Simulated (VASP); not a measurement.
**AlN: single point with r2SCAN**

Crystal: AlN.

```
Al N
1.0
     2.18399   -2.18399    0.00000
     2.18399    0.00000   -2.18399
     9.46412    8.37190    8.37190
Al N
6 6
Direct
  0.65625 0.65625 0.06247
  0.85067 0.85067 0.89580
  0.29514 0.29514 0.22913
  0.57290 0.57290 0.56247
  0.93402 0.93402 0.39580
  0.21179 0.21179 0.72913
  0.59374 0.59374 0.43747
  0.95486 0.95486 0.27080
  0.23262 0.23262 0.60413
  0.51039 0.51039 0.93747
  0.87151 0.87151 0.77080
  0.31597 0.31597 0.10413
```

```
Program                : VASP 6.6.1
Task                   : single point
Functional             : r2SCAN
Potentials or basis    : VASP PAW PBE potentials, release 64 (Al, N)
Cutoff                 : 520 eV
k mesh                 : 8 × 8 × 2
Occupations            : gaussian, width 0.05 eV
Spin                   : no spin polarisation
Dipole correction      : no
Further INCAR settings : ALGO = Normal; EDIFF = 1e-07; NBANDS = 36
```

| Quantity | Value |
| --- | --- |
| Pressure | -0.5 GPa |
| Largest force | 1.798 eV/Å |
| Band gap on the k mesh | 3.41 eV (least direct gap 3.66 eV) |

Forces on the atoms (eV/Å):
```
Al  -1.259  0.568  0.568
Al  -0.238 -0.662 -0.662
Al   0.022  0.114  0.114
Al   0.028  0.029  0.029
Al   0.025  0.030  0.030
Al   0.021  0.035  0.035
N   -0.028 -0.026 -0.026
N   -0.040 -0.014 -0.014
N   -0.022 -0.029 -0.029
N    1.648 -0.509 -0.509
N    0.011 -0.064 -0.064
N   -0.167  0.529  0.529
```

Stress tensor (GPa, compression positive):
```
-6.74  0.22  0.22
 0.22  2.56  4.80
 0.22  4.80  2.56
```

Levels at points of the mesh, in eV from the valence-band top:
| k point | band 21 | band 22 | band 23 | band 24 | band 25 | band 26 | band 27 | band 28 |
| --- | --- | --- | --- | --- | --- | --- | --- | --- |
| (0.00, 0.00, 0.00) | -0.45 | -0.40 | -0.36 | 0.00 | 4.21 | 5.55 | 5.94 | 7.19 |
| (0.50, 0.00, 0.00) | -1.39 | -1.20 | -0.96 | -0.26 | 3.41 | 4.73 | 4.88 | 6.63 |
| (0.50, 0.50, 0.00) | -1.24 | -1.14 | -0.94 | -0.87 | 3.64 | 4.65 | 4.99 | 6.64 |
| (0.00, 0.00, 0.50) | -0.48 | -0.41 | -0.35 | -0.20 | 4.49 | 4.99 | 6.49 | 6.79 |
| (0.50, 0.00, 0.50) | -1.25 | -1.18 | -0.95 | -0.34 | 3.72 | 3.93 | 5.76 | 6.15 |
| (0.50, 0.50, 0.50) | -1.43 | -1.04 | -0.94 | -0.91 | 3.91 | 4.07 | 5.64 | 6.13 |

Run time: 23 min on 1 thread of Oxide Virtual Turin-like Processor, with other jobs on the host, peak memory 0.31 GiB.

Caveat: the PAW data sets were made with another functional, which shifts forces and pressure a little. A k mesh can miss the band edges.
